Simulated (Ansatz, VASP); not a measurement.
## One calculation of HCl, two programs

Contents of POSCAR:

```
HCl
1.0
    0.0000000000      2.7375000000      2.9565000000
    2.7375000000      0.0000000000      2.9565000000
    2.7375000000      2.7375000000      0.0000000000
H Cl
1 1
Direct
    0.0000000000      0.0000000000      0.0000000000
    0.5000000000      0.5000000000      0.5000000000
```

The input INCAR.step1:

```
SYSTEM = HCl
  ALGO = Normal
  EDIFF = 1E-4
  ENCUT = 520
  GGA = PE
  ISMEAR = 0
  LASPH = .TRUE.
  LCHARG = .FALSE.
  LREAL = .FALSE.
  LWAVE = .TRUE.
  NBANDS = 11
  NELM = 100
  PREC = Accurate
  SIGMA = 0.15
```

INCAR.step2

```
SYSTEM = HCl
  ALGO = Normal
  EDIFF = 1E-7
  ENCUT = 520
  ISIF = 2
  ISMEAR = 0
  ISTART = 1
  LASPH = .TRUE.
  LCHARG = .TRUE.
  LELF = .TRUE.
  LMIXTAU = .TRUE.
  LREAL = .FALSE.
  LVHAR = .TRUE.
  LWAVE = .FALSE.
  METAGGA = R2SCAN
  NBANDS = 11
  NELM = 100
  PREC = Accurate
  SIGMA = 0.15
```

KPOINTS

```
k-points
0
G
  16 16 16
  0 0 0
```

Input for Ansatz:

```yaml
crystal:
  lattice:
    - [0.0, 2.7375, 2.9565]
    - [2.7375, 0.0, 2.9565]
    - [2.7375, 2.7375, 0.0]
  atoms:
    - { symbol: H, position: [0.0, 0.0, 0.0] }
    - { symbol: Cl, position: [0.5, 0.5, 0.5] }
basis:
  ecutwfc: 500
kpoints:
  mp_grid: { grid: [16, 16, 16] }
hamiltonian:
  xc: r2scan
scf:
  occupations: { method: gaussian, width: 0.15 }
output:
  forces: true
  stress: true
  eigenvalues: true
```

Change from the starting cell: strain +0.000 along x and y, +0.080 along z, atoms carried along.

Alike in both runs: task single point; functional r2SCAN; k mesh 16 × 16 × 16; occupations gaussian, width 0.15 eV; no spin polarisation.

|  | VASP | Ansatz |
| --- | --- | --- |
| version | VASP 6.6.1 | Ansatz 0.2.0 |
| potentials or method | VASP PAW PBE potentials, release 64 (H, Cl), cutoff 520 eV | scalar-relativistic, plane waves, PAW |
| valence electrons in the cell | 8 | 8 |

```csv
,VASP,Ansatz,Ansatz less VASP
gap on the k mesh at the Fermi level (eV),none,none,-
pressure (GPa),-9.6,-9.5,+0.08
"traceless stress, the component that is largest in VASP (GPa)",3.42,3.42,-0.006
```

VASP's potentials were made for PBE, not for r2SCAN. A gap of «none» marks a metal or a gap that the smearing closes.
